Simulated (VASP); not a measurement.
Runs of VASP 6.6.1 on Al5GaAs6. The structure is that of space group P-4m2 (No. 115), or close to it. The cells are those of the table. 

```tsv
cell	k mesh	smearing	gap on the mesh (eV)	pressure (GPa)	largest force (eV/Å)
a = 4.054, b = 4.054, c = 17.182 Å, 12 atoms	4 × 4 × 1	gaussian 0.1 eV	(a)	0.2	0.02
a = 4.075, b = 4.075, c = 17.016 Å, 12 atoms	4 × 4 × 1	gaussian 0.1 eV	(b)	0.2	-
a = 4.073, b = 4.073, c = 17.002 Å, 12 atoms	4 × 4 × 1	gaussian 0.1 eV	1.35	0.3	0.01
a = 4.054, b = 4.054, c = 17.182 Å, 12 atoms	8 × 8 × 2	gaussian 0.02 eV	1.40	0.2	-
```

Alike in all rows: task single point; level PBE; potentials or basis VASP PAW PBE potentials, release 64 (Al, Ga_d, As); no spin polarisation; cutoff (eV) 520.

Fill in the values left out.

(a) 1.39; (b) 1.34.

Caveats: an odd mesh through Γ misses points on the zone boundary, where band edges can lie (at least some runs).

A k mesh can miss the band edges, and the runs leave out spin-orbit coupling on As, Ga.
